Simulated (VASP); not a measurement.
Cd, 4 atoms in the cell. It takes space group P6_3/mmc (No. 194, hexagonal). The conventional cell has a = 3.136 Å, b = 3.136 Å, c = 9.997 Å, α = 90.00°, β = 90.00°, γ = 120.00°. Within 4.1 Å of Cd (site symmetry -3m) lie 12 Cd at 3.09 to 3.14 Å. Within 4.1 Å of Cd (site symmetry -6m2) lie 12 Cd at 3.09 to 3.14 Å. 

- Program: VASP 6.6.1
- Task: relaxation of cell and atoms
- Functional: PBE
- Dispersion: D3(BJ)
- Potentials or basis: VASP PAW PBE potentials, release 64 (Cd)
- Cutoff: 600 eV
- k mesh: 15 × 15 × 4
- Occupations: gaussian, width 0.1 eV
- Spin: no spin polarisation
- Dipole correction: no
- Further INCAR settings: ALGO = Fast; EDIFF = 1e-06; IBRION = 2; EDIFFG = -0.01; NSW = 80; ISIF = 3

Potentials or basis: VASP PAW PBE potentials, release 64 (Cd).

Command:

```sh
$ cat potpaw_PBE.64/Cd/POTCAR > POTCAR
$ mpirun -np 1 vasp_std > vasp.out
```

Hardware: 1 thread of Intel Xeon 8259CL (shared host).

Problem. How long does it take, and how much memory?

Solution. It took 17 min on 1 thread of Intel Xeon 8259CL (shared host), peak memory 0.38 GiB. Counts: scf iterations 39, k points 81, ion steps 5.
